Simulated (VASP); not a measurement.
A run of VASP 6.6.1:

Contents of INCAR:

```
ALGO = Normal
EDIFF = 1E-6
ENCUT = 520
GGA = PS
ISIF = 2
ISMEAR = -1
LASPH = T
LCHARG = T
LELF = T
LREAL = F
LVHAR = T
LWAVE = F
NBANDS = 18
NELM = 100
PREC = Accurate
SIGMA = 0.05
```

File KPOINTS:

```
k-points
0
Gamma
  11 11 11
```

Contents of POSCAR:

```
Cu
1.0
    1.1935901047     -3.8952046620      0.0000000000
    1.1935901047      3.8952046620      0.0000000000
    0.0000000000      0.0000000000      2.4249610270
Cu
2
Direct
    0.8661333500      0.1338666500      0.7500000000
    0.1338666500      0.8661333500      0.2500000000
```

Potentials or basis: VASP PAW PBE potentials, release 64 (Cu).

Launch:

```sh
$ cat potpaw_PBE.64/Cu/POTCAR > POTCAR
$ mpirun -np 1 vasp_std > vasp.out
```

Hardware: 1 thread of Intel(R) Xeon(R) 6975P-C (Granite Rapids) (shared host).

Q: How long does it take, and how much memory?

A: Wall time 37 s on 1 thread of Intel(R) Xeon(R) 6975P-C (Granite Rapids) (shared host), peak memory 0.19 GiB. Counts: scf iterations 12, k points 216.
